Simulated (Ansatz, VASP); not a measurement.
**One calculation of La2HfO2, two programs**

The input INCAR:

```
SYSTEM = La2HfO2
PREC = Accurate
ENCUT = 520
EDIFF = 1E-6
ISMEAR = 0
SIGMA = 0.1
LREAL = .False.
LASPH = .True.
NELM = 100
ALGO = Normal
ISIF = 2
LWAVE = .False.
LCHARG = .True.
GGA = PE
LELF = .True.
LVHAR = .True.
NBANDS = 30
```

Contents of KPOINTS:

```
Automatic mesh
0
Gamma
  6 6 4
  0 0 0
```

The input POSCAR:

```
La2HfO2
1.0
    5.3326926500      0.0000000000      0.0000000000
   -2.6663463300      4.6182473100      0.0000000000
    0.0000000000      0.0000000000      4.1141732100
La Hf O
2 1 2
Direct
    0.3333333300      0.6666666700      0.5000000000
    0.6666666700      0.3333333300      0.5000000000
    0.0000000000      0.0000000000      0.0000000000
    0.3333333300      0.6666666700      0.0000000000
    0.6666666700      0.3333333300      0.0000000000
```

Input for Ansatz:

```yaml
crystal:
  lattice:
    - [5.33269265, 0.0, 0.0]
    - [-2.66634633, 4.61824731, 0.0]
    - [0.0, 0.0, 4.11417321]
  atoms:
    - { symbol: La, position: [0.33333333, 0.66666667, 0.5] }
    - { symbol: La, position: [0.66666667, 0.33333333, 0.5] }
    - { symbol: Hf, position: [0.0, 0.0, 0.0] }
    - { symbol: O, position: [0.33333333, 0.66666667, 0.0] }
    - { symbol: O, position: [0.66666667, 0.33333333, 0.0] }
basis:
  ecutwfc: 420
kpoints:
  mp_grid: { grid: [6, 6, 4] }
hamiltonian:
  xc: pbe
scf:
  occupations: { method: gaussian, width: 0.1 }
  lower_state_search: "off"
output:
  forces: true
  stress: true
  eigenvalues: true
```

Alike in both runs: task single point; functional PBE; k mesh 6 × 6 × 4; occupations gaussian, width 0.1 eV; no spin polarisation.

|  | VASP | Ansatz |
| --- | --- | --- |
| version | VASP 6.6.1 | Ansatz 0.2.0 |
| potentials or method | VASP PAW PBE potentials, release 64 (La, Hf_pv, O), cutoff 520 eV | scalar-relativistic, plane waves, PAW |
| valence electrons in the cell | 44 | 60 |

```csv
,VASP,Ansatz,Ansatz less VASP
gap on the k mesh at the Fermi level (eV),none,none,-
pressure (GPa),17.3,17.5,+0.20
"traceless stress, the component that is largest in VASP (GPa)",21.97,21.92,-0.050
```

A gap of «none» marks a metal or a gap that the smearing closes. With one functional, cell and mesh, what is left measures potentials, basis and numerics. VASP's potentials hold 44 valence electrons a cell and Ansatz's 60, so a difference there can come from the potentials and not from the codes.

The k mesh is coarse, so the values compare programs but aren't converged. Neither program's run includes spin-orbit coupling.
